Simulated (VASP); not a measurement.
Runs of VASP 6.6.1 on LiCl. The structure is that of space group Fm-3m (No. 225), or close to it. The cells are those of the table. 

```tsv
level	cell	k mesh	smearing	grid for exact exchange (PRECFOCK)	screening parameter	gap on the mesh (eV)
PBE	a = 3.778 Å, angles 60.0°, 2 atoms	8 × 8 × 8	fermi-dirac 0.02 eV	-	-	(a)
r2SCAN	a = 3.778 Å, angles 60.0°, 2 atoms	8 × 8 × 8	gaussian 0.01 eV	-	-	6.63
HSE06	a = 3.661, b = 3.615 Å, angles 60.4, 59.2, 60.4°, 2 atoms	6 × 6 × 6	gaussian 0.01 eV	Normal	0.2079 1/Å	7.60
PBE	a = 3.661, b = 3.615 Å, angles 60.4, 59.2, 60.4°, 2 atoms	8 × 8 × 8	fermi-dirac 0.02 eV	-	-	(b)
HSE06	a = 3.778 Å, angles 60.0°, 2 atoms	6 × 6 × 6	gaussian 0.01 eV	Normal	0.2079 1/Å	7.05
r2SCAN	a = 3.661, b = 3.615 Å, angles 60.4, 59.2, 60.4°, 2 atoms	8 × 8 × 8	gaussian 0.01 eV	-	-	7.16
```

Alike in all rows: task single point; potentials or basis VASP PAW PBE potentials, release 64 (Li_sv, Cl); no spin polarisation; cutoff (eV) 520.

Question: Fill in the values left out.

Answer: (a) 5.70; (b) 6.22.

A k mesh can miss the band edges.
